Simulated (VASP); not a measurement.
# In3Ga6BP10 (P1) in VASP: single point with PBE

Aim: the single point of In3Ga6BP10 with PBE.

Program: VASP 6.6.1. These are calculated values, not measurements. Logs are shortened: lines on timing, memory, paths and dates and some standing lists are left out, and cuts for length are marked.

## Step 1: The cell of the first run

The typed cell holds 20 atoms: a = 6.761 Å, b = 6.783 Å, c = 10.390 Å, α = 83.99°, β = 71.02°, γ = 71.10°.

## Step 2: Single point, PBE

INCAR reads:

```
SYSTEM = In3Ga6BP10
PREC     = Accurate       ! precision mode
ENCUT    = 520            ! plane-wave cutoff, eV
EDIFF    = 1E-6           ! SCF threshold, eV
ISMEAR   = 0              ! smearing method
SIGMA    = 0.02           ! smearing width, eV
LREAL    = Auto         
LASPH    = .TRUE.         ! aspherical terms in the spheres
NELM     = 100            ! most SCF steps
ALGO     = Normal         ! electronic algorithm
ISIF     = 2              ! what is computed and relaxed
LWAVE    = .FALSE.        ! write WAVECAR
LCHARG   = .TRUE.         ! write CHGCAR
GGA      = PE             ! functional
LVHAR    = .TRUE.       
NBANDS   = 101            ! bands
KPAR     = 4
```

KPOINTS reads:

```
regular mesh
0
G
  4 4 3
  0 0 0
```

POSCAR reads:

```
In3Ga6BP10
1.0
    2.7768620000      2.7778300000      5.5030630000
   -2.7923330000     -2.7888570000      5.5164210000
    8.3377890000     -5.5573250000      2.7487400000
B P Ga In
1 10 6 3
Direct
    0.2992580133      0.4980448536      0.3965014280
    0.5858424916      0.8649870230      0.6020747224
    0.4762883919      0.3963059678      0.8041724594
    0.9868276674      0.8684535721      0.8071180036
    0.3560508214      0.8726959243      0.0201628615
    0.7718766902      0.8684252592      0.1870035508
    0.6264474699      0.4017350468      0.3980671599
    0.2027143117      0.8164926700      0.3908092564
    0.0964002588      0.4017571998      0.5704902906
    0.8828637269      0.3732974068      0.9967088682
    0.2698550379      0.3781451569      0.2297164478
    0.1088168992      0.5014999909      0.7906760595
    0.9989960182      0.0013972754      0.0019215195
    0.3951230547      0.9959872534      0.2109597405
    0.7024561877      0.5035921684      0.5918482895
    0.4942070907      0.5004473338      0.0162599868
    0.8955709236      0.5004597923      0.2034608265
    0.2033084666      0.0020697557      0.5901375822
    0.5938818162      0.0034504424      0.8129448323
    0.8064388899      0.0022879044      0.3919502053
```

Potentials or basis: VASP PAW PBE potentials, release 64 (B, P, Ga_d, In_d).

Command:

```sh
$ cat potpaw_PBE.64/B/POTCAR potpaw_PBE.64/P/POTCAR potpaw_PBE.64/Ga_d/POTCAR potpaw_PBE.64/In_d/POTCAR > POTCAR
$ mpirun -np 4 vasp_std > vasp.out
```

OUTCAR:

```text
SYSTEM = In3Ga6BP10
   PREC = Accurate
   ENCUT = 520
   EDIFF = 1E-6
   ISMEAR = 0
   LREAL = Auto
   LASPH = .TRUE.
   NELM = 100
   ISIF = 2
   GGA = PE

 ion  position               nearest neighbor table
   1  0.299  0.498  0.397-   8 2.04   9 2.07  11 2.08   7 2.10
   2  0.586  0.865  0.602-  15 2.32  18 2.49  20 2.49  19 2.50
   3  0.476  0.396  0.804-  12 2.40  16 2.43  15 2.43  19 2.52
   4  0.987  0.868  0.807-  13 2.34  12 2.36  19 2.50  18 2.52
   5  0.356  0.873  0.020-  13 2.35  14 2.35  16 2.39  19 2.51
   6  0.772  0.868  0.187-  13 2.34  14 2.35  17 2.37  20 2.51
[... 9 lines left out ...]
  16  0.494  0.500  0.016-   5 2.39  10 2.43   3 2.43  11 2.48
  17  0.896  0.500  0.203-   6 2.37  10 2.43   7 2.44  11 2.49
  18  0.203  0.002  0.590-   2 2.49   4 2.52   8 2.54   9 2.57  20 3.88  20 3.93  19 4.01
  19  0.594  0.003  0.813-   2 2.50   4 2.50   5 2.51   3 2.52  18 4.01
  20  0.806  0.002  0.392-   2 2.49   6 2.51   8 2.56   7 2.58  18 3.88  18 3.93

  LATTYP: Found a triclinic cell.
 ALAT       =    12.9978298360
 B/A-ratio  =     1.5118942689
 C/A-ratio  =     0.5218373970
 COS(alpha) =     0.0007239948
 COS(beta)  =     0.6066413716
 COS(gamma) =     0.7563775113

  Lattice vectors:

 A1 = (  -8.3532600000,   5.5462980000,   8.2707440000)
 A2 = ( -13.8987160000,  13.8924800000,   0.0055830000)
 A3 = (  -2.7923330000,  -2.7888570000,   5.5164210000)

Analysis of symmetry for initial positions (statically):
=====================================================================
 Subroutine PRICEL returns:
 Original cell was already a primitive cell.

 Routine SETGRP: Setting up the symmetry group for a
 triclinic supercell.

 Subroutine GETGRP returns: Found  1 space group operations
 (whereof  1 operations were pure point group operations)
 out of a pool of  2 trial point group operations.

The static configuration has the point symmetry C_1 .

Analysis of symmetry for dynamics (positions and initial velocities):
=====================================================================
 Subroutine PRICEL returns:
 Original cell was already a primitive cell.

 Routine SETGRP: Setting up the symmetry group for a
 triclinic supercell.

 Subroutine GETGRP returns: Found  1 space group operations
 (whereof  1 operations were pure point group operations)
 out of a pool of  2 trial point group operations.

The dynamic configuration has the point symmetry C_1 .

 Subroutine INISYM returns: Found  1 space group operations
[... 138 lines left out ...]
   NFREE  =      0    steps in history (QN), initial steepest desc. (CG)
   ISIF   =      2    stress and relaxation
   ISYM   =      2    0-nonsym 1-usesym 2-fastsym
   POTIM  = 0.5000    time-step for ionic-motion
   TEBEG  =    0.0;   TEEND  =   0.0 temperature during run
   PSTRESS=    0.0 pullay stress
   NELECT =     170.0000    total number of electrons
   NUPDOWN=      -1.0000    fix difference up-down
   EMIN   =  10.00;   EMAX   =-10.00  energy-range for DOS
   EFERMI =   0.00;   METHOD = LEGACY
   ISMEAR =     0;   SIGMA  =   0.02  broadening in eV -4-tet -1-fermi 0-gaus
   EFERMI_NEDOS =   21; number of points for ismear=-14 and -15
   IALGO  =     38    algorithm
   IMIX   =      4    mixing-type and parameters
     AMIX     =   0.40;   BMIX     =  1.00
     AMIX_MAG =   1.60;   BMIX_MAG =  1.00
  volume/ion in A,a.u.               =      21.31       143.84
  Fermi-wavevector in a.u.,A,eV,Ry     =   1.205010  2.277138 19.756317  1.452048
  Thomas-Fermi vector in A             =   2.340718
   LORBIT       =      0    0 simple, 1 ext, 2 COOP (PROOUT), +10 PAW based schemes
   GGA     = PE    functional components
   LHFCALC =     F    Hartree Fock is set to
   AEXX    =    0.0000 exact exchange contribution
   IVDW    =     0    specifies the selected vdW correction
   LEPSILON=     F    determine dielectric tensor
   LRPA    =     F    only Hartree local field effects (RPA)
 non-spin polarized calculation
 Gauss-broadening in eV      SIGMA  =   0.02
  energy-cutoff  :      520.00
  volume of cell :      426.29
 maximum number of plane-waves:     11505
   NGX = 25   NGY = 25   NGZ = 39

 number of electron     170.0000023 magnetization

 Free energy of the ion-electron system (eV)
  ---------------------------------------------------
  ext. energy  EPLUGINS =         0.00000000
  ---------------------------------------------------
  free energy    TOTEN  =       -91.07661032 eV

  energy without entropy =      -91.07661032  energy(sigma->0) =      -91.07661032

 E-fermi :   5.0482     XC(G=0):  -9.6405

 val. band max:        4.9307295816   @ k =   0.0000   0.0000   0.0000
 cond. band min:       5.7734791087   @ k =   0.0000   0.0000   0.0000
 fundamental gap:      0.8427495271
 Fermi energy:         5.0482489286

 k-point     1 :       0.0000    0.0000    0.0000
  band No.  band energies     occupation
      1      -9.8703      2.00000
      2      -9.8656      2.00000
      3      -9.8461      2.00000
      4      -9.8441      2.00000
      5      -9.8267      2.00000
      6      -9.8179      2.00000
[... 2389 lines left out ...]
     96       8.3409      0.00000
     97       8.4672      0.00000

 [... further k-points ...]

 [bands above 97 left out]

------------------------ aborting loop because EDIFF is reached ----------------------------------------

  FORCE on cell =-STRESS in cart. coord.  units (eV):
  Direction    XX          YY          ZZ          XY          YZ          ZX
  --------------------------------------------------------------------------------------
  -------------------------------------------------------------------------------------
  Total       -0.0652718     -0.0603620      0.0826257     -0.0613903     -0.0132235      0.0043426
  in kB       -0.2453209     -0.2268675      0.3105447     -0.2307322     -0.0496998      0.0163215
  external PRESSURE =      -0.0538812 kB  Pullay stress =       0.0000000 kB

 VOLUME and BASIS-vectors are now :
 -----------------------------------------------------------------------------
  energy-cutoff  :      520.00
  volume of cell :      426.29
      direct lattice vectors                 reciprocal lattice vectors
     2.776862000  2.777830000  5.503063000     0.053932482  0.125901529  0.090950058
    -2.792333000 -2.788857000  5.516421000    -0.089652900 -0.089729525  0.090532690
     8.337789000 -5.557325000  2.748740000     0.071949073 -0.071981419  0.000028984

 POSITION                                       TOTAL-FORCE (eV/Angst)
 -----------------------------------------------------------------------------------
      2.74624     -2.76118      5.48414         0.009183     -0.004209     -0.018793
      4.23144     -4.13088      9.65051        -0.007869      0.001621      0.009266
      6.92099     -4.25124      7.01770        -0.000921      0.004983     -0.001820
      7.04485     -4.16617     12.43989        -0.009717     -0.007220      0.005733
     -1.28004     -1.55683      6.82895        -0.004109     -0.010316      0.010102
      1.27766     -1.31701      9.55231        -0.003874     -0.004742      0.010406
[... 12 lines left out ...]
      8.41766     -2.87772      5.52178        -0.001796      0.005307      0.004499
      5.50098      0.05557      5.52787         0.022161     -0.003725     -0.008517
 -----------------------------------------------------------------------------------
    total drift:                                0.020998     -0.000819      0.002386

  FREE ENERGIE OF THE ION-ELECTRON SYSTEM (eV)
  ---------------------------------------------------
  free  energy   TOTEN  =       -91.0766103222 eV

  energy  without entropy=      -91.0766103222  energy(sigma->0) =      -91.07661032
```

Wall time 11 min (4 MPI ranks of AMD EPYC 7R43 (Zen 3), shared host); peak memory 0.88 GiB.

Results:

* Free energy: -91.0766 eV
* Pressure: 0.0 GPa
* Largest force: 0.024 eV/Å
* Band gap on the k mesh: 0.84 eV

Forces on the atoms (eV/Å):
```
B    0.009 -0.004 -0.019
P   -0.008  0.002  0.009
P   -0.001  0.005 -0.002
P   -0.010 -0.007  0.006
P   -0.004 -0.010  0.010
P   -0.004 -0.005  0.010
P   -0.009  0.000 -0.010
P   -0.008  0.000  0.011
P   -0.007  0.019  0.009
P    0.005 -0.005  0.001
P    0.005 -0.008  0.004
Ga  -0.004  0.003 -0.004
Ga   0.002  0.002 -0.005
Ga   0.002  0.004 -0.008
Ga   0.002 -0.006  0.003
Ga   0.000  0.002 -0.007
Ga   0.000  0.000  0.001
In   0.009  0.007 -0.006
In  -0.002  0.005  0.004
In   0.022 -0.004 -0.009
```

Levels at points of the mesh, in eV from the valence-band top:
```
           k point  band 82  band 83  band 84  band 85  band 86  band 87  band 88  band 89
(0.00, 0.00, 0.00)    -0.79    -0.18    -0.02     0.00     0.84     1.48     1.73     2.00
(0.50, 0.00, 0.00)    -1.29    -1.13    -0.84    -0.58     1.87     1.98     2.28     2.51
(0.00, 0.50, 0.00)    -1.05    -1.02    -0.43    -0.36     1.24     2.21     2.24     2.49
(0.50, 0.50, 0.00)    -1.29    -1.13    -1.04    -0.99     1.21     1.49     1.69     1.99
```

Caveat: spin-orbit coupling is left out, which moves the levels of the heavy elements.
